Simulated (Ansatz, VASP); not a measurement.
**C in VASP and in Ansatz**

```
C
1.0
     2.48801    0.00000    0.00000
    -1.24401    2.15468    0.00000
     0.00000    0.00000    8.12577
C
8
Direct
  0.66667 0.33333 0.84375
  0.33333 0.66667 0.34375
  0.66667 0.33333 0.65625
  0.33333 0.66667 0.15625
  0.00000 0.00000 0.90625
  0.00000 0.00000 0.40625
  0.00000 0.00000 0.59375
  0.00000 0.00000 0.09375
```

Change from the starting cell: volume scaled by 0.96.

Alike in both runs: task single point; functional PBEsol; k mesh 12 × 12 × 4; occupations fermi-dirac, width 0.05 eV; no spin polarisation.

|  | VASP | Ansatz |
| --- | --- | --- |
| version | VASP 6.6.1 | Ansatz 0.2.0 |
| potentials or method | VASP PAW PBE potentials, release 64 (C), cutoff 520 eV | all-electron LAPW, scalar-relativistic |

```tsv
	VASP	Ansatz	Ansatz less VASP
gap on the k mesh at the Fermi level (eV)	4.37	4.37	+0.006
least direct gap on the mesh (eV)	5.21	5.22	+0.007
pressure (GPa)	16.1	14.9	-1.20
traceless stress, the component that is largest in VASP (GPa)	9.25	9.23	-0.015
rms of the force components (eV/Å)	0.204	0.204	-0.0003
```

VASP's potentials were made for PBE, not for PBEsol. Atom by atom the forces differ by 0.000 eV/Å (rms over components). Ansatz ran all-electron here, and VASP with PAW potentials.
